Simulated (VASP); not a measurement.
A run of VASP 6.6.1 is set up as follows.

File INCAR:

```
PREC = Accurate ; ENCUT = 520
EDIFF = 1E-6 ; ISMEAR = 0
SIGMA = 0.1 ; LREAL = F
LASPH = T ; NELM = 120
ALGO = Normal ; ISIF = 2
LWAVE = F ; LCHARG = F
LDIPOL = T ; IDIPOL = 3
DIPOL = 0.5 0.5 0.314 ; GGA = PE
NBANDS = 38 ; GGA_COMPAT = F
NELMDL = -8
```

Contents of KPOINTS:

```
regular mesh
0
Gamma
  6 3 1
```

POSCAR

```
HC6
1.0
    4.9326910638      0.0000000000      0.0000000000
    0.0000000000      8.5222964205      0.0000000000
    0.0000000000      0.0000000000     22.9416055954
C H
12 2
Direct
    0.0000000000      0.0000000000      0.1743557130
    0.5000000000      0.0000000000      0.1743557130
    0.2500000000      0.0000000000      0.2053898368
    0.7500000000      0.0000000000      0.2053898368
    0.2500000000      0.0000000000      0.2674580844
    0.7500000000      0.0000000000      0.2674580844
    0.0000000000      0.0000000000      0.2977124344
    0.5000000000      0.0000000000      0.2977124344
    0.0000000000      0.0000000000      0.3626190265
    0.5000000000      0.0000000000      0.3626190265
    0.2500000000      0.0000000000      0.3897550046
    0.7500000000      0.0000000000      0.3897550046
    0.0591130438      1.0000000000      0.5030862181
    0.1908869562      1.0000000000      0.5030862181
```

Potentials or basis: VASP PAW PBE potentials, release 64 (C, H).

Launch:

```sh
$ cat potpaw_PBE.64/C/POTCAR potpaw_PBE.64/H/POTCAR > POTCAR
$ mpirun -np 1 vasp_std > vasp.out
```

(1) Estimate the band gap on the k mesh.

(2) What does it give for the largest force?

## Answers

(1) 0.07 eV.

(2) 5.053 eV/Å.
